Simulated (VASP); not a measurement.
# Ge2Sb2Te5 (P-3m1) in VASP: single point with PBE+D3(BJ)

Aim: the single point of Ge2Sb2Te5 with PBE+D3(BJ).

Everything below comes from runs of VASP 6.6.1. Logs are shortened: lines on timing, memory, paths and dates and some standing lists are left out, and cuts for length are marked.

### 1 The cell of the first run

The structure is trigonal, space group P-3m1 (No. 164). Conventional cell: a = 4.232 Å, b = 4.232 Å, c = 16.874 Å, α = 90.00°, β = 90.00°, γ = 120.00°. Ge (site symmetry 3m) has 6 Te at 2.96 to 2.98 Å within 3.9 Å. Within 3.9 Å of Sb (site symmetry 3m) lie 6 Te at 2.99 to 3.16 Å. Te (site symmetry -3m) has 6 Ge at 2.98 Å within 3.9 Å. Te (site symmetry 3m) has 3 Ge at 2.96 Å and 3 Sb at 3.16 Å within 3.9 Å. Te (site symmetry 3m) has 3 Sb at 2.99 Å and 3 Te at 3.63 Å within 3.9 Å.

### 2 Single point, PBE+D3(BJ)

INCAR reads:

```
PREC = Accurate
ENCUT = 520
EDIFF = 1E-6
ISMEAR = 0
SIGMA = 0.01
LREAL = False
LASPH = True
NELM = 80
ALGO = Normal
ISIF = 2
LWAVE = False
LCHARG = False
GGA = PE
IVDW = 12
NBANDS = 44
```

KPOINTS reads:

```
Automatic mesh
0
Gamma
  9 9 2
```

POSCAR reads:

```
Ge2Sb2Te5
1.0
    4.2318253388      0.0000000000      0.0000000000
   -2.1159126694      3.6648682478      0.0000000000
    0.0000000000      0.0000000000     16.8741442441
Ge Sb Te
2 2 5
Direct
    0.3333333333      0.6666666667      0.8992237466
    0.6666666667      0.3333333333      0.1007762534
    0.0000000000      0.0000000000      0.6819539226
    0.0000000000      0.0000000000      0.3180460774
    0.0000000000      0.0000000000      0.0000000000
    0.6666666667      0.3333333333      0.8007230444
    0.3333333333      0.6666666667      0.1992769556
    0.3333333333      0.6666666667      0.5795903896
    0.6666666667      0.3333333333      0.4204096104
```

Potentials or basis: VASP PAW PBE potentials, release 64 (Ge_d, Sb, Te).

Launch:

```console
$ cat potpaw_PBE.64/Ge_d/POTCAR potpaw_PBE.64/Sb/POTCAR potpaw_PBE.64/Te/POTCAR > POTCAR
$ mpirun -np 1 vasp_std > vasp.out
```

OUTCAR:

```text
PREC = Accurate
   ENCUT = 520
   EDIFF = 1E-6
   ISMEAR = 0
   LREAL = False
   LASPH = True
   NELM = 80
   ISIF = 2
   GGA = PE
   IVDW = 12
 IVDW          = 12

 ion  position               nearest neighbor table
   1  0.333  0.667  0.899-   6 2.96   6 2.96   6 2.96   5 2.98   5 2.98   5 2.98
   2  0.667  0.333  0.101-   7 2.96   7 2.96   7 2.96   5 2.98   5 2.98   5 2.98
   3  0.000  0.000  0.682-   8 2.99   8 2.99   8 2.99   6 3.16   6 3.16   6 3.16
   4  0.000  0.000  0.318-   9 2.99   9 2.99   9 2.99   7 3.16   7 3.16   7 3.16
   5  0.000  0.000  0.000-   1 2.98   2 2.98   2 2.98   1 2.98   2 2.98   1 2.98
   6  0.667  0.333  0.801-   1 2.96   1 2.96   1 2.96   3 3.16   3 3.16   3 3.16
   7  0.333  0.667  0.199-   2 2.96   2 2.96   2 2.96   4 3.16   4 3.16   4 3.16
   8  0.333  0.667  0.580-   3 2.99   3 2.99   3 2.99   9 3.63   9 3.63   9 3.63
   9  0.667  0.333  0.420-   4 2.99   4 2.99   4 2.99   8 3.63   8 3.63   8 3.63

  LATTYP: Found a hexagonal cell.
 ALAT       =     4.2318253388
 C/A-ratio  =     3.9874387275

  Lattice vectors:

 A1 = (   4.2318253388,   0.0000000000,   0.0000000000)
 A2 = (  -2.1159126694,   3.6648682478,   0.0000000000)
 A3 = (   0.0000000000,   0.0000000000,  16.8741442441)

Analysis of symmetry for initial positions (statically):
=====================================================================
 Subroutine PRICEL returns:
 Original cell was already a primitive cell.

 Routine SETGRP: Setting up the symmetry group for a
 hexagonal supercell.

 Subroutine GETGRP returns: Found 12 space group operations
 (whereof 12 operations were pure point group operations)
 out of a pool of 24 trial point group operations.

The static configuration has the point symmetry D_3d.

Analysis of symmetry for dynamics (positions and initial velocities):
=====================================================================
 Subroutine PRICEL returns:
 Original cell was already a primitive cell.

 Routine SETGRP: Setting up the symmetry group for a
 hexagonal supercell.

 Subroutine GETGRP returns: Found 12 space group operations
 (whereof 12 operations were pure point group operations)
 out of a pool of 24 trial point group operations.

The dynamic configuration has the point symmetry D_3d.

 Subroutine INISYM returns: Found 12 space group operations
 (whereof 12 operations are pure point group operations),
 and found     1 'primitive' translations

----------------------------------------------------------------------------------------

                                     Primitive cell

  volume of cell :     261.7025

  direct lattice vectors                    reciprocal lattice vectors
     4.231825339  0.000000000  0.000000000     0.236304649  0.136430553  0.000000000
    -2.115912669  3.664868248  0.000000000     0.000000000  0.272861105  0.000000000
     0.000000000  0.000000000 16.874144244     0.000000000  0.000000000  0.059262265

  length of vectors
     4.231825339  4.231825339 16.874144244     0.272861105  0.272861105  0.059262265

  position of ions in fractional coordinates (direct lattice)
     0.333333333  0.666666667  0.899223747
     0.666666667  0.333333333  0.100776253
     0.000000000  0.000000000  0.681953923
     0.000000000  0.000000000  0.318046077
     0.000000000  0.000000000  0.000000000
     0.666666667  0.333333333  0.800723044
     0.333333333  0.666666667  0.199276956
     0.333333333  0.666666667  0.579590390
     0.666666667  0.333333333  0.420409610

  ion indices of the primitive-cell ions
   primitive index   ion index
                 1           1
                 2           2
                 3           3
                 4           4
                 5           5
                 6           6
                 7           7
                 8           8
                 9           9

----------------------------------------------------------------------------------------

 KPOINTS: Automatic mesh

Automatic generation of k-mesh.
 Grid dimensions read from file:
 generate k-points for:    9    9    2

 Generating k-lattice:

  Cartesian coordinates                     Fractional coordinates (reciprocal lattice)
     0.026256072  0.015158950  0.000000000     0.111111111 -0.000000000  0.000000000
     0.000000000  0.030317901  0.000000000     0.000000000  0.111111111  0.000000000
     0.000000000  0.000000000  0.029631132     0.000000000  0.000000000  0.500000000

  Length of vectors
     0.030317901  0.030317901  0.029631132

  Shift w.r.t. Gamma in fractional coordinates (k-lattice)
     0.000000000  0.000000000  0.000000000

 Subroutine IBZKPT returns following result:
 ===========================================

 Found     24 irreducible k-points:

 Following reciprocal coordinates:
            Coordinates               Weight
  0.000000  0.000000  0.000000      1.000000
  0.111111 -0.000000  0.000000      6.000000
  0.222222 -0.000000  0.000000      6.000000
  0.333333  0.000000  0.000000      6.000000
  0.444444 -0.000000  0.000000      6.000000
  0.111111  0.111111  0.000000      6.000000
[... 16 lines left out ...]
  0.333333  0.222222  0.500000     12.000000
  0.333333  0.333333  0.500000      2.000000
   k-points           NKPTS =     24   k-points in BZ     NKDIM =     24   number of bands    NBANDS=     44
   number of dos      NEDOS =    301   number of ions     NIONS =      9
   total plane-waves  NPLWV = 129024
   dimension x,y,z NGX =    32 NGY =   32 NGZ =  126
   dimension x,y,z NGXF=    64 NGYF=   64 NGZF=  252
   ions per type =               2   2   5
   NGX,Y,Z   is equivalent  to a cutoff of  12.57, 12.57, 12.41 a.u.
   NGXF,Y,Z  is equivalent  to a cutoff of  25.14, 25.14, 24.83 a.u.
 SYSTEM =  unknown system
   PREC   = accura    normal or accurate (medium, high low for compatibility)
   ISTART =      0    job   : 0-new  1-cont  2-samecut
   ICHARG =      2    charge: 1-file 2-atom 10-const
   ISPIN  =      1    spin polarized calculation?
   LNONCOLLINEAR =      F non collinear calculations
   LSORBIT =      F    spin-orbit coupling
   LASPH  =      T    aspherical Exc in radial PAW
   ENCUT  =  520.0 eV  38.22 Ry    6.18 a.u.   7.87  7.87 31.37*2*pi/ulx,y,z
   NELM   =     80;   NELMIN=  2; NELMDL= -5     # of ELM steps
   EDIFF  = 0.1E-05   stopping-criterion for ELM
   LREAL  =      F    real-space projection
   EDIFFG = 0.1E-04   stopping-criterion for IOM
   NSW    =      0    number of steps for IOM
   IBRION =     -1    ionic relax: 0-MD 1-quasi-New 2-CG
   NFREE  =      0    steps in history (QN), initial steepest desc. (CG)
   ISIF   =      2    stress and relaxation
   ISYM   =      2    0-nonsym 1-usesym 2-fastsym
   POTIM  = 0.5000    time-step for ionic-motion
   TEBEG  =    0.0;   TEEND  =   0.0 temperature during run
   PSTRESS=    0.0 pullay stress
   NELECT =      68.0000    total number of electrons
   NUPDOWN=      -1.0000    fix difference up-down
   EMIN   =  10.00;   EMAX   =-10.00  energy-range for DOS
   EFERMI =   0.00;   METHOD = LEGACY
   ISMEAR =     0;   SIGMA  =   0.01  broadening in eV -4-tet -1-fermi 0-gaus
   EFERMI_NEDOS =   21; number of points for ismear=-14 and -15
   IALGO  =     38    algorithm
   IMIX   =      4    mixing-type and parameters
     AMIX     =   0.40;   BMIX     =  1.00
     AMIX_MAG =   1.60;   BMIX_MAG =  1.00
  volume/ion in A,a.u.               =      29.08       196.23
  Fermi-wavevector in a.u.,A,eV,Ry     =   1.044661  1.974122 14.848250  1.091316
  Thomas-Fermi vector in A             =   2.179423
   LORBIT       =      0    0 simple, 1 ext, 2 COOP (PROOUT), +10 PAW based schemes
   GGA     = PE    functional components
   LHFCALC =     F    Hartree Fock is set to
   AEXX    =    0.0000 exact exchange contribution
   IVDW    =    12    specifies the selected vdW correction
   LEPSILON=     F    determine dielectric tensor
   LRPA    =     F    only Hartree local field effects (RPA)
 non-spin polarized calculation
 Gauss-broadening in eV      SIGMA  =   0.01
  energy-cutoff  :      520.00
  volume of cell :      261.70
 maximum number of plane-waves:      7080
 NGX is ok and might be reduce to    32
   NGX = 15   NGY = 15   NGZ = 63

 number of electron      67.9999997 magnetization

 Free energy of the ion-electron system (eV)
  ---------------------------------------------------
  ext. energy  EPLUGINS =         0.00000000
  ---------------------------------------------------
  free energy    TOTEN  =       -33.88051589 eV

  energy without entropy =      -33.88051589  energy(sigma->0) =      -33.88051589

 E-fermi :   6.9195     XC(G=0):  -9.6162

 val. band max:        6.8412423299   @ k =   0.0000   0.0000   0.0000
 cond. band min:       6.9622287184   @ k =   0.0000   0.0000   0.0000
 fundamental gap:      0.1209863886
 Fermi energy:         6.9195389336

 k-point     1 :       0.0000    0.0000    0.0000
  band No.  band energies     occupation
      1     -18.2162      2.00000
      2     -18.2162      2.00000
      3     -18.2153      2.00000
      4     -18.2153      2.00000
      5     -18.2096      2.00000
      6     -18.2093      2.00000
[... 36 lines left out ...]
     43       8.4555      0.00000
     44       9.5277      0.00000

 k-point     2 :       0.1111   -0.0000    0.0000
  band No.  band energies     occupation
      1     -18.2166      2.00000
      2     -18.2161      2.00000
      3     -18.2156      2.00000
      4     -18.2152      2.00000
      5     -18.2095      2.00000
      6     -18.2093      2.00000
[... 36 lines left out ...]
     43       8.9121      0.00000
     44       9.6771      0.00000

 k-point     3 :       0.2222   -0.0000    0.0000
  band No.  band energies     occupation
      1     -18.2176      2.00000
      2     -18.2162      2.00000
      3     -18.2159      2.00000
      4     -18.2148      2.00000
      5     -18.2096      2.00000
      6     -18.2089      2.00000
[... 36 lines left out ...]
     43       9.8353      0.00000
     44      10.1043      0.00000

 k-point     4 :       0.3333    0.0000    0.0000
  band No.  band energies     occupation
      1     -18.2188      2.00000
      2     -18.2170      2.00000
      3     -18.2158      2.00000
      4     -18.2144      2.00000
      5     -18.2099      2.00000
      6     -18.2086      2.00000
[... 882 lines left out ...]
     43      10.3566      0.00000
     44      10.8122      0.00000

 k-point    23 :       0.3333    0.2222    0.5000
  band No.  band energies     occupation
      1     -18.2186      2.00000
      2     -18.2172      2.00000
      3     -18.2164      2.00000
      4     -18.2150      2.00000
      5     -18.2092      2.00000
      6     -18.2084      2.00000
[... 36 lines left out ...]
     43      10.7422      0.00000
     44      10.9279      0.00000

 k-point    24 :       0.3333    0.3333    0.5000
  band No.  band energies     occupation
      1     -18.2182      2.00000
      2     -18.2169      2.00000
      3     -18.2169      2.00000
      4     -18.2153      2.00000
      5     -18.2084      2.00000
      6     -18.2084      2.00000
[... 36 lines left out ...]
     43      10.9371      0.00000
     44      11.8666      0.00000

------------------------ aborting loop because EDIFF is reached ----------------------------------------

 Edisp (eV)   -3.88747

 E8    (eV) :    -1.7847

  FORCE on cell =-STRESS in cart. coord.  units (eV):
  Direction    XX          YY          ZZ          XY          YZ          ZX
  --------------------------------------------------------------------------------------
  -------------------------------------------------------------------------------------
  Total      -0.03673    -0.03673    -0.02256    -0.00000     0.00000     0.00000
  in kB      -0.22486    -0.22486    -0.13810    -0.00000     0.00000     0.00000
  external pressure =       -0.20 kB  Pullay stress =        0.00 kB

 VOLUME and BASIS-vectors are now :
 -----------------------------------------------------------------------------
  energy-cutoff  :      520.00
  volume of cell :      261.70
      direct lattice vectors                 reciprocal lattice vectors
     4.231825339  0.000000000  0.000000000     0.236304649  0.136430553  0.000000000
    -2.115912669  3.664868248  0.000000000     0.000000000  0.272861105  0.000000000
     0.000000000  0.000000000 16.874144244     0.000000000  0.000000000  0.059262265

 POSITION                                       TOTAL-FORCE (eV/Angst)
 -----------------------------------------------------------------------------------
     -0.00000      2.44325     15.17363         0.000000     -0.000000      0.003976
      2.11591      1.22162      1.70051        -0.000000      0.000000     -0.003976
      0.00000      0.00000     11.50739         0.000000     -0.000000      0.026311
      0.00000      0.00000      5.36676         0.000000      0.000000     -0.026311
      0.00000      0.00000      0.00000         0.000000      0.000000      0.000000
      2.11591      1.22162     13.51152        -0.000000      0.000000     -0.012938
     -0.00000      2.44325      3.36263         0.000000     -0.000000      0.012938
     -0.00000      2.44325      9.78009        -0.000000      0.000000     -0.023726
      2.11591      1.22162      7.09405         0.000000     -0.000000      0.023726
 -----------------------------------------------------------------------------------
    total drift:                                0.000000      0.000000      0.000000

  FREE ENERGIE OF THE ION-ELECTRON SYSTEM (eV)
  ---------------------------------------------------
  free  energy   TOTEN  =       -37.7679812436 eV

  energy  without entropy=      -37.7679812436  energy(sigma->0) =      -37.76798124
```

Wall time 9.2 min (1 thread of Intel Xeon Platinum 8488C (Sapphire Rapids), shared host); peak memory 0.5 GiB.

Results:

```
Free energy                : -37.7680 eV
Pressure                   : 0.0 GPa
Largest force              : 0.026 eV/Å
Band gap on the k mesh     : 0.12 eV, direct
Dispersion energy per atom : -0.432 eV
```

Forces on the atoms (eV/Å):
```
Ge   0.000  0.000  0.004
Ge   0.000  0.000 -0.004
Sb   0.000  0.000  0.026
Sb   0.000  0.000 -0.026
Te   0.000  0.000  0.000
Te   0.000  0.000 -0.013
Te   0.000  0.000  0.013
Te   0.000  0.000 -0.024
Te   0.000  0.000  0.024
```

Levels at points of the mesh, in eV from the valence-band top:
```
           k point  band 31  band 32  band 33  band 34  band 35  band 36  band 37  band 38
(0.00, 0.00, 0.00)    -1.43    -1.15    -0.87     0.00     0.12     0.12     0.24     0.84
(0.00, 0.00, 0.50)    -1.57    -1.46    -0.72    -0.17     0.34     0.34     0.47     0.47
```

Caveat: spin-orbit coupling is left out, which moves the levels of the heavy elements.
